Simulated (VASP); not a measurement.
# P (P4_122) in VASP: notebook

P is run at these levels: PBE; tasks: single point, relaxation of cell and atoms.

All numbers are computed with VASP 6.6.1; they aren't measurements. Logs are shortened: lines on timing, memory, paths and dates and some standing lists are left out, and cuts for length are marked.

**1. The cell of the first run**

It takes space group P4_122 (No. 91, tetragonal). Conventional cell: a = 5.467 Å, b = 5.467 Å, c = 3.209 Å, α = 90.00°, β = 90.00°, γ = 90.00°. Within 2.8 Å of P (site symmetry 2) lie 2 P at 2.14 Å.

**2. Single point, PBE**

INCAR

```
PREC = Accurate
ENCUT = 520
EDIFF = 1E-7
ISMEAR = 0
SIGMA = 0.1
LREAL = F
LASPH = T
NELM = 100
ALGO = Normal
ISIF = 2
LWAVE = F
LCHARG = F
GGA = PE
NBANDS = 18
```

KPOINTS

```
Automatic mesh
0
Gamma
  8 8 14
```

POSCAR

```
P
1.0
    5.4666991086      0.0000000000      0.0000000000
    0.0000000000      5.4666991086      0.0000000000
    0.0000000000      0.0000000000      3.2093500631
P
4
Direct
    0.3701991783      0.0000000000      0.7500000000
    0.6298008217      0.0000000000      0.2500000000
    0.0000000000      0.3701991783      0.0000000000
    0.0000000000      0.6298008217      0.5000000000
```

Potentials or basis: VASP PAW PBE potentials, release 64 (P).

Launch:

```console
> cat potpaw_PBE.64/P/POTCAR > POTCAR
> mpirun -np 1 vasp_std > vasp.out
```

OUTCAR:

```text
PREC = Accurate
   ENCUT = 520
   EDIFF = 1E-7
   ISMEAR = 0
   LREAL = F
   LASPH = T
   NELM = 100
   ISIF = 2
   GGA = PE

 ion  position               nearest neighbor table
   1  0.370  0.000  0.750-   2 2.14   2 2.14
   2  0.630  0.000  0.250-   1 2.14   1 2.14
   3  0.000  0.370  0.000-   4 2.14   4 2.14
   4  0.000  0.630  0.500-   3 2.14   3 2.14

  LATTYP: Found a simple tetragonal cell.
 ALAT       =     5.4666991086
 C/A-ratio  =     0.5870727471

  Lattice vectors:

 A1 = (   5.4666991086,   0.0000000000,   0.0000000000)
 A2 = (   0.0000000000,   5.4666991086,   0.0000000000)
 A3 = (   0.0000000000,   0.0000000000,   3.2093500631)

Analysis of symmetry for initial positions (statically):
=====================================================================
 Subroutine PRICEL returns:
 Original cell was already a primitive cell.

 Routine SETGRP: Setting up the symmetry group for a
 simple tetragonal supercell.

 Subroutine GETGRP returns: Found  8 space group operations
 (whereof  2 operations were pure point group operations)
 out of a pool of 16 trial point group operations.

The static configuration has the point symmetry C_2 .
 The point group associated with its full space group is D_4 .

Analysis of symmetry for dynamics (positions and initial velocities):
=====================================================================
 Subroutine PRICEL returns:
 Original cell was already a primitive cell.

 Routine SETGRP: Setting up the symmetry group for a
 simple tetragonal supercell.

 Subroutine GETGRP returns: Found  8 space group operations
 (whereof  2 operations were pure point group operations)
 out of a pool of 16 trial point group operations.

The dynamic configuration has the point symmetry C_2 .
 The point group associated with its full space group is D_4 .

 Subroutine INISYM returns: Found  8 space group operations
 (whereof  2 operations are pure point group operations),
 and found     1 'primitive' translations

----------------------------------------------------------------------------------------

                                     Primitive cell

  volume of cell :      95.9108

  direct lattice vectors                    reciprocal lattice vectors
     5.466699109  0.000000000  0.000000000     0.182925744  0.000000000  0.000000000
     0.000000000  5.466699109  0.000000000     0.000000000  0.182925744  0.000000000
     0.000000000  0.000000000  3.209350063     0.000000000  0.000000000  0.311589568

  length of vectors
     5.466699109  5.466699109  3.209350063     0.182925744  0.182925744  0.311589568

  position of ions in fractional coordinates (direct lattice)
     0.370199178  0.000000000  0.750000000
     0.629800822  0.000000000  0.250000000
     0.000000000  0.370199178  0.000000000
     0.000000000  0.629800822  0.500000000

  ion indices of the primitive-cell ions
   primitive index   ion index
                 1           1
                 2           2
                 3           3
                 4           4

----------------------------------------------------------------------------------------

 KPOINTS: Automatic mesh

Automatic generation of k-mesh.
 Grid dimensions read from file:
 generate k-points for:    8    8   14

 Generating k-lattice:

  Cartesian coordinates                     Fractional coordinates (reciprocal lattice)
     0.022865718  0.000000000  0.000000000     0.125000000  0.000000000  0.000000000
     0.000000000  0.022865718  0.000000000     0.000000000  0.125000000  0.000000000
     0.000000000  0.000000000  0.022256398     0.000000000  0.000000000  0.071428571

  Length of vectors
     0.022865718  0.022865718  0.022256398

  Shift w.r.t. Gamma in fractional coordinates (k-lattice)
     0.000000000  0.000000000  0.000000000

 Subroutine IBZKPT returns following result:
 ===========================================

 Found    120 irreducible k-points:

 Following reciprocal coordinates:
            Coordinates               Weight
  0.000000  0.000000  0.000000      1.000000
  0.125000  0.000000  0.000000      4.000000
  0.250000  0.000000  0.000000      4.000000
  0.375000  0.000000  0.000000      4.000000
  0.500000  0.000000  0.000000      2.000000
  0.125000  0.125000  0.000000      4.000000
[... 16 lines left out ...]
  0.375000  0.125000  0.071429     16.000000
  0.500000  0.125000  0.071429      8.000000
 [... further k-points ...]
   k-points           NKPTS =    120   k-points in BZ     NKDIM =    120   number of bands    NBANDS=     18
   number of dos      NEDOS =    301   number of ions     NIONS =      4
   total plane-waves  NPLWV =  42336
   dimension x,y,z NGX =    42 NGY =   42 NGZ =   24
   dimension x,y,z NGXF=    84 NGYF=   84 NGZF=   48
   ions per type =               4
   NGX,Y,Z   is equivalent  to a cutoff of  12.77, 12.77, 12.43 a.u.
   NGXF,Y,Z  is equivalent  to a cutoff of  25.54, 25.54, 24.86 a.u.
 SYSTEM =  unknown system
   PREC   = accura    normal or accurate (medium, high low for compatibility)
   ISTART =      0    job   : 0-new  1-cont  2-samecut
   ICHARG =      2    charge: 1-file 2-atom 10-const
   ISPIN  =      1    spin polarized calculation?
   LNONCOLLINEAR =      F non collinear calculations
   LSORBIT =      F    spin-orbit coupling
   LASPH  =      T    aspherical Exc in radial PAW
   ENCUT  =  520.0 eV  38.22 Ry    6.18 a.u.  10.16 10.16  5.97*2*pi/ulx,y,z
   NELM   =    100;   NELMIN=  2; NELMDL= -5     # of ELM steps
   EDIFF  = 0.1E-06   stopping-criterion for ELM
   LREAL  =      F    real-space projection
   EDIFFG = 0.1E-05   stopping-criterion for IOM
   NSW    =      0    number of steps for IOM
   IBRION =     -1    ionic relax: 0-MD 1-quasi-New 2-CG
   NFREE  =      0    steps in history (QN), initial steepest desc. (CG)
   ISIF   =      2    stress and relaxation
   ISYM   =      2    0-nonsym 1-usesym 2-fastsym
   POTIM  = 0.5000    time-step for ionic-motion
   TEBEG  =    0.0;   TEEND  =   0.0 temperature during run
   PSTRESS=    0.0 pullay stress
   NELECT =      20.0000    total number of electrons
   NUPDOWN=      -1.0000    fix difference up-down
   EMIN   =  10.00;   EMAX   =-10.00  energy-range for DOS
   EFERMI =   0.00;   METHOD = LEGACY
   ISMEAR =     0;   SIGMA  =   0.10  broadening in eV -4-tet -1-fermi 0-gaus
   EFERMI_NEDOS =   21; number of points for ismear=-14 and -15
   IALGO  =     38    algorithm
   IMIX   =      4    mixing-type and parameters
     AMIX     =   0.40;   BMIX     =  1.00
     AMIX_MAG =   1.60;   BMIX_MAG =  1.00
  volume/ion in A,a.u.               =      23.98       161.81
  Fermi-wavevector in a.u.,A,eV,Ry     =   0.970798  1.834543 12.822802  0.942449
  Thomas-Fermi vector in A             =   2.100963
   LORBIT       =      0    0 simple, 1 ext, 2 COOP (PROOUT), +10 PAW based schemes
   GGA     = PE    functional components
   LHFCALC =     F    Hartree Fock is set to
   AEXX    =    0.0000 exact exchange contribution
   IVDW    =     0    specifies the selected vdW correction
   LEPSILON=     F    determine dielectric tensor
   LRPA    =     F    only Hartree local field effects (RPA)
 non-spin polarized calculation
 Gauss-broadening in eV      SIGMA  =   0.10
  energy-cutoff  :      520.00
  volume of cell :       95.91
 maximum number of plane-waves:      2632
 NGX is ok and might be reduce to    42
   NGX = 21   NGY = 21   NGZ = 11

 number of electron      20.0000003 magnetization

 Free energy of the ion-electron system (eV)
  ---------------------------------------------------
  ext. energy  EPLUGINS =         0.00000000
  ---------------------------------------------------
  free energy    TOTEN  =       -20.10894340 eV

  energy without entropy =      -20.09829544  energy(sigma->0) =      -20.10361942

 E-fermi :   3.7604     XC(G=0):  -8.6479

 val. band max:        3.7432504441   @ k =   0.3750   0.1250   0.5000
 cond. band min:       3.7791193679   @ k =   0.1250   0.0000   0.4286
 fundamental gap:      0.0358689238
 Fermi energy:         3.7603689107

 k-point     1 :       0.0000    0.0000    0.0000
  band No.  band energies     occupation
      1     -10.4632      2.00000
      2      -9.4432      2.00000
      3      -3.5590      2.00000
      4      -3.5590      2.00000
      5      -0.2168      2.00000
      6       0.9127      2.00000
[... 10 lines left out ...]
     17       9.5965      0.00000
     18      12.2534      0.00000

 k-point     2 :       0.1250    0.0000    0.0000
  band No.  band energies     occupation
      1     -10.4290      2.00000
      2      -9.4868      2.00000
      3      -3.5908      2.00000
      4      -3.5340      2.00000
      5      -0.1982      2.00000
      6       0.6847      2.00000
[... 10 lines left out ...]
     17       9.3914      0.00000
     18      11.7793      0.00000

 k-point     3 :       0.2500    0.0000    0.0000
  band No.  band energies     occupation
      1     -10.3301      2.00000
      2      -9.6083      2.00000
      3      -3.6594      2.00000
      4      -3.4702      2.00000
      5      -0.2096      2.00000
      6       0.2555      2.00000
[... 10 lines left out ...]
     17       8.9803      0.00000
     18      11.1071      0.00000

 k-point     4 :       0.3750    0.0000    0.0000
  band No.  band energies     occupation
      1     -10.1781      2.00000
      2      -9.7827      2.00000
      3      -3.7185      2.00000
      4      -3.4005      2.00000
      5      -0.2653      2.00000
      6      -0.0866      2.00000
[... 375 lines left out ...]
      4      -2.9975      2.00000
      5      -0.4164      2.00000
      6       0.5620      2.00000
[... 10 lines left out ...]
     17       8.7580      0.00000
     18      10.9975      0.00000

 k-point    23 :       0.3750    0.1250    0.0714
  band No.  band energies     occupation
      1     -10.0906      2.00000
      2      -9.7243      2.00000
      3      -4.1779      2.00000
      4      -2.8167      2.00000
      5      -0.5988      2.00000
      6       0.4110      2.00000
[... 10 lines left out ...]
     17       8.8077      0.00000
     18      10.4364      0.00000

 k-point    24 :       0.5000    0.1250    0.0714
  band No.  band energies     occupation
      1      -9.9435      2.00000
      2      -9.8773      2.00000
      3      -4.2250      2.00000
      4      -2.7486      2.00000
      5      -0.6731      2.00000
      6       0.3359      2.00000
[... 10 lines left out ...]
     17       9.4527      0.00000
     18       9.7707      0.00000

 [... further k-points ...]
[... 5 lines left out ...]
  --------------------------------------------------------------------------------------
  -------------------------------------------------------------------------------------
  Total       -0.0973380     -0.0973380     -0.1550909      0.0000000      0.0000000      0.0000000
  in kB       -1.6260191     -1.6260191     -2.5907729      0.0000000      0.0000000      0.0000000
  external PRESSURE =      -1.9476037 kB  Pullay stress =       0.0000000 kB

 VOLUME and BASIS-vectors are now :
 -----------------------------------------------------------------------------
  energy-cutoff  :      520.00
  volume of cell :       95.91
      direct lattice vectors                 reciprocal lattice vectors
     5.466699109  0.000000000  0.000000000     0.182925744  0.000000000  0.000000000
     0.000000000  5.466699109  0.000000000     0.000000000  0.182925744  0.000000000
     0.000000000  0.000000000  3.209350063     0.000000000  0.000000000  0.311589568

 POSITION                                       TOTAL-FORCE (eV/Angst)
 -----------------------------------------------------------------------------------
      2.02377      0.00000      2.40701         0.081853      0.000000      0.000000
      3.44293      0.00000      0.80234        -0.081853      0.000000     -0.000000
      0.00000      2.02377      0.00000        -0.000000      0.081853      0.000000
      0.00000      3.44293      1.60468        -0.000000     -0.081853      0.000000
 -----------------------------------------------------------------------------------
    total drift:                                0.000000     -0.000000     -0.000000

  FREE ENERGIE OF THE ION-ELECTRON SYSTEM (eV)
  ---------------------------------------------------
  free  energy   TOTEN  =       -20.1089433987 eV

  energy  without entropy=      -20.0982954401  energy(sigma->0) =      -20.10361942
```

Run time: 2.8 min. Hardware: 1 thread of AMD EPYC 7R43 (Zen 3), shared host; peak memory 0.25 GiB.

Results:

```yaml
Free_energy: -20.1089 eV
Pressure: -0.2 GPa
Largest_force: 0.082 eV/Å
Band_gap_on_the_k_mesh: zero (band 10 reaches 4.40 eV, above the bottom of band 11 at 3.57 eV)
```

Forces in eV/Å, atoms in the order of the input:
```
P    0.082  0.000  0.000
P   -0.082  0.000  0.000
P    0.000  0.082  0.000
P    0.000 -0.082  0.000
```

**3. Relaxation of cell and atoms, PBE**

This run uses another cell than the first one, of 24.34 Å³/atom, 1.015 times its volume.

INCAR

```
SYSTEM = P
PREC = Accurate
ENCUT = 600
EDIFF = 1E-6
ISMEAR = 0
SIGMA = 0.1
LREAL = .FALSE.
LASPH = .TRUE.
NELM = 100
ALGO = Normal
ISIF = 3
LWAVE = .FALSE.
LCHARG = .FALSE.
GGA = PE
IBRION = 2
NSW = 100
EDIFFG = -0.01
```

KPOINTS

```
Automatic mesh
0
G
  8 8 14
  0 0 0
```

POSCAR

```
P
1.0
    5.5100116344      0.0000000000      0.0000000000
    0.0000000000      5.5100116344      0.0000000000
    0.0000000000      0.0000000000      3.2066833723
P
4
Direct
    0.3721696445      0.0000000000      0.7500000000
    0.6278303555      0.0000000000      0.2500000000
    0.0000000000      0.3721696445      0.0000000000
    0.0000000000      0.6278303555      0.5000000000
```

Potentials or basis: VASP PAW PBE potentials, release 64 (P).

Launch:

```console
> cat potpaw_PBE.64/P/POTCAR > POTCAR
> mpirun -np 1 vasp_std > vasp.out
```

Run time: 13 min. Hardware: 1 thread of AMD EPYC 7R43 (Zen 3), shared host; peak memory 0.29 GiB.

Results (log left out):

```
Free energy                            : -20.1106 eV
Relaxed volume                         : 24.17 Å³/atom
Relaxed cell                           : a = 5.489 Å, b = 5.489 Å, c = 3.209 Å, α = 90.00°, β = 90.00°, γ = 90.00°
Space group after relaxing (to 0.05 Å) : P4_122 (No. 91)
Energy gained by relaxing              : 0.1 meV/atom
Ionic steps                            : 9
Pressure after relaxing                : 0.0 GPa
Largest force after relaxing           : 0.007 eV/Å
Band gap on the k mesh                 : zero (band 10 reaches 4.34 eV, above the bottom of band 11 at 3.47 eV)
```

Forces in eV/Å, atoms in the order of the input:
```
P   -0.007  0.000  0.000
P    0.007  0.000  0.000
P    0.000 -0.007  0.000
P    0.000  0.007  0.000
```

The path:
| step | energy change (eV) | largest force (eV/Å) | pressure (GPa) | volume (Å³) |
| --- | --- | --- | --- | --- |
| 1 | 0.0000 | 0.0259 | 0.05 | 97.36 |
| 2 | 0.0000 | 0.0166 | -0.15 | 97.47 |
| 3 | -0.0001 | 0.0037 | -0.06 | 97.42 |
| 4 | -0.0001 | 0.0024 | -0.06 | 97.42 |
| 5 | -0.0001 | 0.0039 | -0.06 | 97.32 |
| 6 | -0.0002 | 0.0082 | -0.04 | 97.04 |
| 7 | -0.0002 | 0.0176 | 0.00 | 96.49 |
| 8 | -0.0002 | 0.0121 | -0.02 | 96.82 |
| 9 | -0.0003 | 0.0066 | 0.00 | 96.70 |

Final structure:
```
P
1.0
     5.48905    0.00000    0.00000
     0.00000    5.48905    0.00000
     0.00000    0.00000    3.20940
P
4
Cartesian
  2.0392 5.4891 2.4070
  3.4498 5.4891 0.8023
  0.0000 2.0392 0.0000
  0.0000 3.4498 1.6047
```

Levels at points of the mesh, in eV from the Fermi level:
```tsv
k point	band 7	band 8	band 9	band 10	band 11	band 12	band 13	band 14
(0.00, 0.00, 0.00)	-2.88	-2.34	-2.34	-0.62	1.92	2.56	2.56	2.92
(0.50, 0.00, 0.00)	-2.39	-2.35	-0.75	-0.54	2.12	2.47	2.63	2.81
(0.50, 0.50, 0.00)	-2.33	-1.89	-1.89	-1.72	2.28	2.68	2.81	2.81
(0.00, 0.00, 0.50)	-3.65	-3.65	-0.38	-0.38	-0.14	-0.14	1.68	1.68
(0.50, 0.00, 0.50)	-3.09	-3.09	-1.33	-1.33	-0.20	-0.20	3.88	3.88
(0.50, 0.50, 0.50)	-2.25	-2.25	-1.42	-1.42	0.72	0.72	3.65	3.65
```

**4. Single point, PBE**

This run uses another cell than the first one, of 24.34 Å³/atom, 1.015 times its volume.

INCAR

```
ALGO = Normal
EDIFF = 1E-6
ENCUT = 520
GGA = PE
ISIF = 2
ISMEAR = 0
LASPH = T
LCHARG = F
LREAL = F
LWAVE = F
NBANDS = 18
NELM = 100
PREC = Accurate
SIGMA = 0.1
```

KPOINTS

```
k-points
0
Gamma
  4 4 6
```

POSCAR is that of step 3.

Launch:

```console
> cat potpaw_PBE.64/P/POTCAR > POTCAR
> mpirun -np 1 vasp_std > vasp.out
```

It took 26 s on 1 thread of AMD EPYC 7R43 (Zen 3), shared host; peak memory 0.15 GiB.

It converged, with:

| Property | Result |
| --- | --- |
| Free energy | -20.1108 eV |
| Pressure | -0.1 GPa |
| Largest force | 0.067 eV/Å |
| Band gap on the k mesh | zero (band 10 reaches 4.12 eV, above the bottom of band 11 at 3.40 eV) |

Forces in eV/Å, atoms in the order of the input:
```
P    0.067  0.000  0.000
P   -0.067  0.000  0.000
P    0.000  0.067  0.000
P    0.000 -0.067  0.000
```

Stress tensor (GPa, compression positive):
```
-0.02  0.00  0.00
 0.00 -0.02  0.00
 0.00  0.00 -0.14
```

Levels at points of the mesh, in eV from the Fermi level:
```tsv
k point	band 6	band 7	band 8	band 9	band 10	band 11	band 12	band 13	band 14	band 15
(0.00, 0.00, 0.00)	-3.06	-3.06	-2.49	-2.49	-0.74	1.71	2.43	2.43	2.77	4.17
(0.50, 0.00, 0.00)	-4.10	-2.53	-2.49	-0.92	-0.70	1.97	2.29	2.49	2.65	4.83
(0.50, 0.50, 0.00)	-2.50	-2.47	-2.02	-2.02	-1.91	2.16	2.54	2.65	2.65	4.81
(0.00, 0.00, 0.50)	-4.09	-3.78	-3.78	-0.54	-0.54	-0.29	-0.29	1.55	1.55	5.18
(0.50, 0.00, 0.50)	-4.39	-3.24	-3.24	-1.47	-1.47	-0.36	-0.36	3.72	3.72	4.24
(0.50, 0.50, 0.50)	-5.25	-2.38	-2.38	-1.61	-1.61	0.55	0.55	3.50	3.50	3.58
```

**5. Summary**

| task | cell | k mesh | cutoff (eV) | gap on the mesh (eV) | pressure (GPa) | largest force (eV/Å) |
| --- | --- | --- | --- | --- | --- | --- |
| single point | a = 5.467, b = 5.467, c = 3.209 Å, 4 atoms | 8 × 8 × 14 | 520 | none | -0.2 | 0.08 |
| relaxation of cell and atoms | relaxed from a = 5.510, b = 5.510, c = 3.207 Å, 4 atoms | 8 × 8 × 14 | 600 | none | 0.0 | 0.01 |
| single point | a = 5.510, b = 5.510, c = 3.207 Å, 4 atoms | 4 × 4 × 6 | 520 | none | -0.1 | 0.07 |

Alike in all rows: level PBE; potentials or basis VASP PAW PBE potentials, release 64 (P); no spin polarisation; smearing gaussian 0.1 eV.

Total energies depend on the potentials used, so only differences within one code and one set of settings carry meaning.
